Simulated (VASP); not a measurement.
A run of VASP 6.6.1 is set up as follows.

Contents of POSCAR:

```
F
1.0
    2.4728542882     -1.6104303596      0.0000000000
    2.4728542882      1.6104303596      0.0000000000
    0.0000000000      0.0000000000      6.5449700122
F
4
Direct
    0.9054155717      0.0945844283      0.0963912690
    0.5945844283      0.4054155717      0.5963912690
    0.4054155717      0.5945844283      0.4036087310
    0.0945844283      0.9054155717      0.9036087310
```

The input INCAR.step1:

```
PREC = Accurate
ENCUT = 520
EDIFF = 1E-5
ISMEAR = 0
SIGMA = 0.01
LREAL = False
LASPH = True
NELM = 120
ALGO = Normal
ISIF = 2
LWAVE = True
LCHARG = False
NBANDS = 22
GGA = PE
GGA_COMPAT = False
KPAR = 4
```

File INCAR.step2:

```
PREC = Accurate
ENCUT = 520
EDIFF = 1E-6
ISMEAR = 0
SIGMA = 0.01
LREAL = False
LASPH = True
NELM = 120
ALGO = Normal
ISIF = 2
LWAVE = False
LCHARG = False
GGA = PE
LHFCALC = True
HFSCREEN = 0.2079
PRECFOCK = Normal
NBANDS = 22
ISTART = 1
GGA_COMPAT = False
KPAR = 4
```

File KPOINTS:

```
Automatic mesh
0
Gamma
  6 6 4
```

Potentials or basis: VASP PAW PBE potentials, release 64 (F).

Run with:

```console
$ cat potpaw_PBE.64/F/POTCAR > POTCAR
$ cp INCAR.step1 INCAR
$ mpirun -np 4 vasp_std > vasp.out
$ cp INCAR.step2 INCAR
$ mpirun -np 4 vasp_std > vasp.out
```

(1) Estimate the band gap on the k mesh.

(2) Predict the largest force.

(3) Predict the pressure.

## Answers

(1) 6.09 eV, direct.

(2) 0.515 eV/Å.

(3) 0.9 GPa.

Caveat: the PAW data sets were made with another functional, which shifts forces and pressure a little.
